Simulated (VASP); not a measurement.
# Pt (P6_3/mmc) in VASP: notebook

The runs below take Pt through single point, with PBE.

All numbers are computed with VASP 6.6.1; they aren't measurements. Logs are shortened: lines on timing, memory, paths and dates and some standing lists are left out, and cuts for length are marked.

### Step 1. The cell of the first run

The structure is hexagonal, space group P6_3/mmc (No. 194). The conventional cell has a = 2.952 Å, b = 2.952 Å, c = 4.542 Å, α = 90.00°, β = 90.00°, γ = 120.00°. Within 3.7 Å of Pt (site symmetry -6m2) lie 12 Pt at 2.84 to 2.95 Å.

### Step 2. Single point, PBE

Contents of INCAR:

```
PREC     = Accurate       # precision mode
ENCUT    = 520            # plane-wave cutoff, eV
EDIFF    = 1E-6           # SCF threshold, eV
ISMEAR   = 0              # smearing method
SIGMA    = 0.15           # smearing width, eV
LREAL    = F              # projectors in reciprocal space
LASPH    = T              # aspherical terms in the spheres
NELM     = 60             # most SCF steps
ALGO     = Fast           # electronic algorithm
ISIF     = 2              # what is computed and relaxed
LWAVE    = F              # write WAVECAR
LCHARG   = F              # write CHGCAR
GGA      = PE             # functional
NBANDS   = 17             # bands
```

Contents of KPOINTS:

```
Automatic mesh
0
Gamma
  18 18 10
```

Contents of POSCAR:

```
Pt
1.0
    2.9516000000      0.0000000000      0.0000000000
   -1.4758000000      2.5561605818      0.0000000000
    0.0000000000      0.0000000000      4.5423000000
Pt
2
Direct
    0.6666666667      0.3333333333      0.7500000000
    0.3333333333      0.6666666667      0.2500000000
```

Potentials or basis: VASP PAW PBE potentials, release 64 (Pt).

On the command line:

```bash
cat potpaw_PBE.64/Pt/POTCAR > POTCAR
mpirun -np 1 vasp_std > vasp.out
```

OUTCAR:

```text
PREC = Accurate
   ENCUT = 520
   EDIFF = 1E-6
   ISMEAR = 0
   LREAL = F
   LASPH = T
   NELM = 60
   ISIF = 2
   GGA = PE

 ion  position               nearest neighbor table
   1  0.667  0.333  0.750-   2 2.84   2 2.84   2 2.84   2 2.84   2 2.84   2 2.84
   2  0.333  0.667  0.250-   1 2.84   1 2.84   1 2.84   1 2.84   1 2.84   1 2.84

  LATTYP: Found a hexagonal cell.
 ALAT       =     2.9516000000
 C/A-ratio  =     1.5389280390

  Lattice vectors:

 A1 = (   2.9516000000,   0.0000000000,   0.0000000000)
 A2 = (  -1.4758000000,   2.5561605818,   0.0000000000)
 A3 = (   0.0000000000,   0.0000000000,   4.5423000000)

Analysis of symmetry for initial positions (statically):
=====================================================================
 Subroutine PRICEL returns:
 Original cell was already a primitive cell.

 Routine SETGRP: Setting up the symmetry group for a
 hexagonal supercell.

 Subroutine GETGRP returns: Found 24 space group operations
 (whereof 12 operations were pure point group operations)
 out of a pool of 24 trial point group operations.

The static configuration has the point symmetry D_3d.
 The point group associated with its full space group is D_6h.

Analysis of symmetry for dynamics (positions and initial velocities):
=====================================================================
 Subroutine PRICEL returns:
 Original cell was already a primitive cell.

 Routine SETGRP: Setting up the symmetry group for a
 hexagonal supercell.

 Subroutine GETGRP returns: Found 24 space group operations
 (whereof 12 operations were pure point group operations)
 out of a pool of 24 trial point group operations.

The dynamic configuration has the point symmetry D_3d.
 The point group associated with its full space group is D_6h.

 Subroutine INISYM returns: Found 24 space group operations
 (whereof 12 operations are pure point group operations),
 and found     1 'primitive' translations

----------------------------------------------------------------------------------------

                                     Primitive cell

  volume of cell :      34.2706

  direct lattice vectors                    reciprocal lattice vectors
     2.951600000  0.000000000  0.000000000     0.338799295  0.195605864  0.000000000
    -1.475800000  2.556160582  0.000000000     0.000000000  0.391211729  0.000000000
     0.000000000  0.000000000  4.542300000     0.000000000  0.000000000  0.220152786

  length of vectors
     2.951600000  2.951600000  4.542300000     0.391211729  0.391211729  0.220152786

  position of ions in fractional coordinates (direct lattice)
     0.666666667  0.333333333  0.750000000
     0.333333333  0.666666667  0.250000000

  ion indices of the primitive-cell ions
   primitive index   ion index
                 1           1
                 2           2

----------------------------------------------------------------------------------------

 KPOINTS: Automatic mesh

Automatic generation of k-mesh.
 Grid dimensions read from file:
 generate k-points for:   18   18   10

 Generating k-lattice:

  Cartesian coordinates                     Fractional coordinates (reciprocal lattice)
     0.018822183  0.010866992  0.000000000     0.055555556 -0.000000000  0.000000000
     0.000000000  0.021733985  0.000000000     0.000000000  0.055555556  0.000000000
     0.000000000  0.000000000  0.022015279     0.000000000  0.000000000  0.100000000

  Length of vectors
     0.021733985  0.021733985  0.022015279

  Shift w.r.t. Gamma in fractional coordinates (k-lattice)
     0.000000000  0.000000000  0.000000000

 Subroutine IBZKPT returns following result:
 ===========================================

 Found    222 irreducible k-points:

 Following reciprocal coordinates:
            Coordinates               Weight
  0.000000  0.000000  0.000000      1.000000
  0.055556  0.000000  0.000000      6.000000
  0.111111  0.000000  0.000000      6.000000
  0.166667  0.000000  0.000000      6.000000
  0.222222 -0.000000  0.000000      6.000000
  0.277778 -0.000000  0.000000      6.000000
[... 16 lines left out ...]
  0.333333  0.111111  0.000000     12.000000
  0.388889  0.111111  0.000000     12.000000
 [... further k-points ...]
   k-points           NKPTS =    222   k-points in BZ     NKDIM =    222   number of bands    NBANDS=     17
   number of dos      NEDOS =    301   number of ions     NIONS =      2
   total plane-waves  NPLWV =  20736
   dimension x,y,z NGX =    24 NGY =   24 NGZ =   36
   dimension x,y,z NGXF=    48 NGYF=   48 NGZF=   72
   ions per type =               2
   NGX,Y,Z   is equivalent  to a cutoff of  13.52, 13.52, 13.18 a.u.
   NGXF,Y,Z  is equivalent  to a cutoff of  27.04, 27.04, 26.35 a.u.
 SYSTEM =  unknown system
   PREC   = accura    normal or accurate (medium, high low for compatibility)
   ISTART =      0    job   : 0-new  1-cont  2-samecut
   ICHARG =      2    charge: 1-file 2-atom 10-const
   ISPIN  =      1    spin polarized calculation?
   LNONCOLLINEAR =      F non collinear calculations
   LSORBIT =      F    spin-orbit coupling
   LASPH  =      T    aspherical Exc in radial PAW
   ENCUT  =  520.0 eV  38.22 Ry    6.18 a.u.   5.49  5.49  8.45*2*pi/ulx,y,z
   NELM   =     60;   NELMIN=  2; NELMDL= -5     # of ELM steps
   EDIFF  = 0.1E-05   stopping-criterion for ELM
   LREAL  =      F    real-space projection
   EDIFFG = 0.1E-04   stopping-criterion for IOM
   NSW    =      0    number of steps for IOM
   IBRION =     -1    ionic relax: 0-MD 1-quasi-New 2-CG
   NFREE  =      0    steps in history (QN), initial steepest desc. (CG)
   ISIF   =      2    stress and relaxation
   ISYM   =      2    0-nonsym 1-usesym 2-fastsym
   POTIM  = 0.5000    time-step for ionic-motion
   TEBEG  =    0.0;   TEEND  =   0.0 temperature during run
   PSTRESS=    0.0 pullay stress
   NELECT =      20.0000    total number of electrons
   NUPDOWN=      -1.0000    fix difference up-down
   EMIN   =  10.00;   EMAX   =-10.00  energy-range for DOS
   EFERMI =   0.00;   METHOD = LEGACY
   ISMEAR =     0;   SIGMA  =   0.15  broadening in eV -4-tet -1-fermi 0-gaus
   EFERMI_NEDOS =   21; number of points for ismear=-14 and -15
   IALGO  =     68    algorithm
   IMIX   =      4    mixing-type and parameters
     AMIX     =   0.40;   BMIX     =  1.00
     AMIX_MAG =   1.60;   BMIX_MAG =  1.00
  volume/ion in A,a.u.               =      17.14       115.63
  Fermi-wavevector in a.u.,A,eV,Ry     =   1.368078  2.585293 25.465191  1.871639
  Thomas-Fermi vector in A             =   2.494074
   LORBIT       =      0    0 simple, 1 ext, 2 COOP (PROOUT), +10 PAW based schemes
   GGA     = PE    functional components
   LHFCALC =     F    Hartree Fock is set to
   AEXX    =    0.0000 exact exchange contribution
   IVDW    =     0    specifies the selected vdW correction
   LEPSILON=     F    determine dielectric tensor
   LRPA    =     F    only Hartree local field effects (RPA)
 non-spin polarized calculation
 RMM-DIIS sequential band-by-band and
 Gauss-broadening in eV      SIGMA  =   0.15
  energy-cutoff  :      520.00
  volume of cell :       34.27
 maximum number of plane-waves:       953
 NGX is ok and might be reduce to    24

 number of electron      19.9999999 magnetization

 Free energy of the ion-electron system (eV)
  ---------------------------------------------------
  ext. energy  EPLUGINS =         0.00000000
  ---------------------------------------------------
  free energy    TOTEN  =       -11.85878292 eV

  energy without entropy =      -11.79805571  energy(sigma->0) =      -11.82841932

 E-fermi :   8.9929     XC(G=0): -12.7278

 val. band max:        8.9911932743   @ k =   0.3333   0.1667   0.1000
 cond. band min:       8.9954511114   @ k =   0.5000  -0.0000   0.4000
 fundamental gap:      0.0042578371
 Fermi energy:         8.9929198206

 k-point     1 :       0.0000    0.0000    0.0000
  band No.  band energies     occupation
      1       0.1147      2.00000
      2       3.0380      2.00000
      3       6.0431      2.00000
      4       6.0431      2.00000
      5       6.2989      2.00000
      6       6.5389      2.00000
[... 9 lines left out ...]
     16      26.4139      0.00000
     17      27.3892      0.00000

 k-point     2 :       0.0556    0.0000    0.0000
  band No.  band energies     occupation
      1       0.2074      2.00000
      2       3.1103      2.00000
      3       5.8963      2.00000
      4       6.1087      2.00000
      5       6.4322      2.00000
      6       6.5064      2.00000
[... 9 lines left out ...]
     16      26.4805      0.00000
     17      27.0313      0.00000

 k-point     3 :       0.1111    0.0000    0.0000
  band No.  band energies     occupation
      1       0.4801      2.00000
      2       3.3129      2.00000
      3       5.6572      2.00000
      4       6.3020      2.00000
      5       6.3756      2.00000
      6       6.4029      2.00000
[... 9 lines left out ...]
     16      25.7944      0.00000
     17      26.6950      0.00000

 k-point     4 :       0.1667    0.0000    0.0000
  band No.  band energies     occupation
      1       0.9152      2.00000
      2       3.5948      2.00000
      3       5.4284      2.00000
      4       5.9485      2.00000
      5       6.2822      2.00000
      6       6.3159      2.00000
[... 9 lines left out ...]
     16      25.3526      0.00000
     17      26.5700      0.00000
[... 343 lines left out ...]
      1       2.9205      2.00000
      2       4.0406      2.00000
      3       4.4870      2.00000
      4       5.2660      2.00000
      5       5.6855      2.00000
      6       6.4224      2.00000
[... 9 lines left out ...]
     16      23.6391      0.00000
     17      23.9645      0.00000

 k-point    23 :       0.3333    0.1111    0.0000
  band No.  band energies     occupation
      1       3.3423      2.00000
      2       3.9040      2.00000
      3       4.2143      2.00000
      4       5.5808      2.00000
      5       5.6047      2.00000
      6       6.4631      2.00000
[... 9 lines left out ...]
     16      21.8154      0.00000
     17      23.3740      0.00000

 k-point    24 :       0.3889    0.1111    0.0000
  band No.  band energies     occupation
      1       3.5592      2.00000
      2       3.8016      2.00000
      3       4.0471      2.00000
      4       5.5584      2.00000
      5       5.9063      2.00000
      6       6.3816      2.00000
[... 9 lines left out ...]
     16      20.3819      0.00000
     17      22.8655      0.00000

 [... further k-points ...]
[... 5 lines left out ...]
  --------------------------------------------------------------------------------------
  -------------------------------------------------------------------------------------
  Total       -3.7192403     -3.7192403     -2.5126107      0.0000000      0.0000000      0.0000000
  in kB     -173.8774935   -173.8774935   -117.4665842      0.0000000      0.0000000      0.0000000
  external PRESSURE =    -155.0738571 kB  Pullay stress =       0.0000000 kB

 VOLUME and BASIS-vectors are now :
 -----------------------------------------------------------------------------
  energy-cutoff  :      520.00
  volume of cell :       34.27
      direct lattice vectors                 reciprocal lattice vectors
     2.951600000  0.000000000  0.000000000     0.338799295  0.195605864  0.000000000
    -1.475800000  2.556160582  0.000000000     0.000000000  0.391211729  0.000000000
     0.000000000  0.000000000  4.542300000     0.000000000  0.000000000  0.220152786

 POSITION                                       TOTAL-FORCE (eV/Angst)
 -----------------------------------------------------------------------------------
      1.47580      0.85205      3.40672        -0.000000      0.000000      0.000000
     -0.00000      1.70411      1.13558         0.000000     -0.000000      0.000000
 -----------------------------------------------------------------------------------
    total drift:                               -0.000000      0.000000     -0.000000

  FREE ENERGIE OF THE ION-ELECTRON SYSTEM (eV)
  ---------------------------------------------------
  free  energy   TOTEN  =       -11.8587829241 eV

  energy  without entropy=      -11.7980557103  energy(sigma->0) =      -11.82841932
```

It took 56 s on 1 thread of Intel Xeon Platinum 8375C at 2.90GHz (Ice Lake), shared host; peak memory 0.23 GiB.

Results:

```yaml
Free_energy: -11.8588 eV
Pressure: -15.5 GPa
Band_gap_on_the_k_mesh: zero (band 10 reaches 9.27 eV, above the bottom of band 11 at 8.23 eV)
```

Levels at points of the mesh, in eV from the Fermi level:
```
           k point  band 7  band 8  band 9  band 10  band 11  band 12  band 13  band 14
(0.00, 0.00, 0.00)   -2.45   -2.33   -2.33    -0.27    -0.27     0.49     5.63    14.58
(0.50, 0.00, 0.00)   -2.15   -0.25    0.10     0.28     1.78     2.85     7.59     9.21
(0.00, 0.00, 0.50)   -3.16   -3.16   -0.76    -0.76    -0.76    -0.76    13.68    13.68
(0.50, 0.00, 0.50)   -0.75   -0.75   -0.02    -0.02     1.64     1.64     5.55     5.55
```

Caveat: spin-orbit coupling is left out, which moves the levels of the heavy elements.

### Step 3. Single point, PBE

This run uses another cell than the first one, of the same volume but with other edges.

Contents of INCAR:

```
ALGO = Normal ; EDIFF = 1E-6
ENCUT = 520 ; GGA = PE
ISIF = 2 ; ISMEAR = 0
LASPH = True ; LCHARG = True
LELF = True ; LREAL = False
LVHAR = True ; LWAVE = False
NBANDS = 17 ; NELM = 60
PREC = Accurate ; SIGMA = 0.15
```

Contents of KPOINTS:

```
k-points
0
Gamma
  18 18 10
```

Contents of POSCAR:

```
Pt
1.0
    2.8068000000      0.0000000000      0.0000000000
   -1.4034000000      2.4307601033      0.0000000000
    0.0000000000      0.0000000000      5.0205000000
Pt
2
Direct
    0.6666666667      0.3333333333      0.7500000000
    0.3333333333      0.6666666667      0.2500000000
```

Potentials or basis: VASP PAW PBE potentials, release 64 (Pt).

On the command line:

```bash
cat potpaw_PBE.64/Pt/POTCAR > POTCAR
mpirun -np 1 vasp_std > vasp.out
```

Run time: 56 s. Hardware: 1 thread of Intel Xeon Platinum 8375C at 2.90GHz (Ice Lake), shared host; peak memory 0.24 GiB.

Results (log left out):

| Property | Result |
| --- | --- |
| Free energy | -11.9465 eV |
| Pressure | -15.7 GPa |
| Band gap on the k mesh | zero (band 10 reaches 9.45 eV, above the bottom of band 11 at 8.30 eV) |

Stress tensor (GPa, compression positive):
```
-15.01   0.00   0.00
  0.00 -15.01   0.00
  0.00   0.00 -17.07
```

Levels at points of the mesh, in eV from the Fermi level:
```
           k point  band 6  band 7  band 8  band 9  band 10  band 11  band 12  band 13  band 14  band 15
(0.00, 0.00, 0.00)   -2.73   -2.73   -1.38   -1.38    -0.51    -0.17    -0.17     3.85    15.14    15.39
(0.50, 0.00, 0.00)   -2.52   -2.08   -0.08    0.37     0.51     2.20     3.59     6.83     8.32     8.74
(0.00, 0.00, 0.50)   -2.98   -2.98   -2.98   -0.64    -0.64    -0.64    -0.64    10.72    10.72    15.73
(0.50, 0.00, 0.50)   -1.46   -0.67   -0.67    0.45     0.45     1.78     1.78     6.02     6.02    13.39
```

Caveat: spin-orbit coupling is left out, which moves the levels of the heavy elements.
